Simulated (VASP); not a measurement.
Input of a VASP 6.6.1 run:

The input INCAR:

```
SYSTEM = KMgF3
  ALGO = Normal
  EDIFF = 1E-6
  ENCUT = 520
  GGA = PE
  ISIF = 2
  ISMEAR = 0
  LASPH = .True.
  LCHARG = .False.
  LREAL = .False.
  LWAVE = .False.
  NBANDS = 24
  NELM = 80
  PREC = Accurate
  SIGMA = 0.05
```

File KPOINTS:

```
k-points
0
Gamma
  6 6 6
  0 0 0
```

File POSCAR:

```
KMgF3
1.0
    4.1054770000      0.0000000000      0.0000000000
    0.0000000000      4.1054770000      0.0000000000
    0.0000000000      0.0000000000      3.9261115000
K Mg F
1 1 3
Direct
    0.5000000000      0.5000000000      0.5000000000
    0.0000000000      0.0000000000      0.0000000000
    0.5000000000      0.0000000000      0.0000000000
    0.0000000000      0.5000000000      0.0000000000
    0.0000000000      0.0000000000      0.5000000000
```

Potentials or basis: VASP PAW PBE potentials, release 64 (K_sv, Mg, F).

The run is started by

```sh
$ cat potpaw_PBE.64/K_sv/POTCAR potpaw_PBE.64/Mg/POTCAR potpaw_PBE.64/F/POTCAR > POTCAR
$ mpirun -np 1 vasp_std > vasp.out
```

Task: What does it give for the pressure?

Result: 0.3 GPa.

Task: Predict the band gap on the k mesh.

Result: 6.97 eV, indirect (least direct gap 7.29 eV).

Stress tensor (GPa, compression positive):
```
-1.11  0.00  0.00
 0.00 -1.11  0.00
 0.00  0.00  2.98
```

Caveat: the cell differs from its parent crystal (strain +0.030 along x and y, -0.015 along z). A k mesh can miss the band edges.
